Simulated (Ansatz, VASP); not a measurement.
**InAs: VASP beside Ansatz**

```
In As
1.0
     0.00000    3.31843    3.02970
     3.02970    0.00000    3.02970
     3.02970    3.31843    0.00000
In As
1 1
Cartesian
  0.0000 0.0000 0.0000
  4.5445 4.9776 4.5445
```

Alike in both runs: task single point; functional PBEsol; k mesh 14 × 14 × 14; occupations gaussian, width 0.15 eV; no spin polarisation.

|  | VASP | Ansatz |
| --- | --- | --- |
| version | VASP 6.6.1 | Ansatz 0.2.0 |
| potentials or method | VASP PAW PBE potentials, release 64 (In_d, As), cutoff 520 eV | scalar-relativistic, plane waves, PAW |
| valence electrons in the cell | 18 | 28 |

|  | VASP | Ansatz | Ansatz less VASP |
| --- | --- | --- | --- |
| gap on the k mesh at the Fermi level (eV) | none | none | - |
| pressure (GPa) | -3.6 | -3.7 | -0.04 |
| traceless stress, the component that is largest in VASP (GPa) | -2.47 | -2.47 | -0.001 |

VASP's potentials were made for PBE, not for PBEsol, and Ansatz warns of the same on its side. A gap of «none» marks a metal or a gap that the smearing closes. VASP's potentials hold 18 valence electrons a cell and Ansatz's 28, so a difference there can come from the potentials and not from the codes.
